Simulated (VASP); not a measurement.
InAs, 2 atoms in the cell. The structure is cubic, space group Pm-3m (No. 221). The conventional cell has a = 3.632 Å, b = 3.632 Å, c = 3.632 Å, α = 90.00°, β = 90.00°, γ = 90.00°. In (site symmetry m-3m) has 8 As at 3.15 Å and 6 In at 3.63 Å within 4.1 Å. As (site symmetry m-3m) has 8 In at 3.15 Å and 6 As at 3.63 Å within 4.1 Å. 

```yaml
Program: VASP 6.6.1
Task: relaxation of cell and atoms
Functional: PBE
Potentials_or_basis: VASP PAW PBE potentials, release 64 (In_d, As)
Cutoff: 600 eV
k_mesh: 6 × 6 × 6
Occupations: gaussian, width 0.1 eV
Spin: no spin polarisation
Dipole_correction: no
Further_INCAR_settings: ALGO = Normal; EDIFF = 1e-06; IBRION = 2; EDIFFG = -0.04; NSW = 90; ISIF = 3
```

Potentials or basis: VASP PAW PBE potentials, release 64 (In_d, As).

Launch:

```sh
$ cat potpaw_PBE.64/In_d/POTCAR potpaw_PBE.64/As/POTCAR > POTCAR
$ mpirun -np 1 vasp_std > vasp.out
```

Hardware: 1 thread of Intel(R) Xeon(R) Platinum 8259CL CPU @ 2.50GHz (Skylake/Cascade Lake), with other jobs on the host.

**Question.** How long does it take, and how much memory?

**Answer.** Run time: 22 s on 1 thread of Intel(R) Xeon(R) Platinum 8259CL CPU @ 2.50GHz (Skylake/Cascade Lake), on a shared host, peak memory 0.18 GiB. Counts: scf iterations 20, k points 20, ion steps 2.
